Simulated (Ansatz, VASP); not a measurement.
Te: VASP beside Ansatz

```
CELL_PARAMETERS angstrom
-1.93544 1.93544 1.93544
1.93544 -1.93544 1.93544
1.93544 1.93544 -1.93544
ATOMIC_POSITIONS crystal
Te 0.00000 0.00000 0.00000
```

Alike in both runs: task relaxation of cell and atoms; functional LDA; k mesh 19 × 19 × 19; occupations fermi-dirac, width 0.05 eV; no spin polarisation.

|  | VASP | Ansatz |
| --- | --- | --- |
| version | VASP 6.6.1 | Ansatz 0.2.0 |
| potentials or method | VASP PAW LDA potentials, release 64 (Te) | PAW with Ansatz's default frozen-core files, scalar-relativistic |
| plane-wave cutoff (eV) | 600 | 420 |
| valence electrons in the cell | 6 | 16 |

```csv
,VASP,Ansatz,Ansatz less VASP
relaxed volume (Å³/atom),26.69,26.67,-0.016
relaxed cell length with the largest relative difference (Å),3.261,3.260,-0.0007
```

LDA's correlation is that of Perdew and Zunger in VASP and of Perdew and Wang (1992) in Ansatz. VASP's potentials hold 6 valence electrons a cell and Ansatz's 16, so a difference there can come from the potentials and not from the codes.

Neither program's run includes spin-orbit coupling.
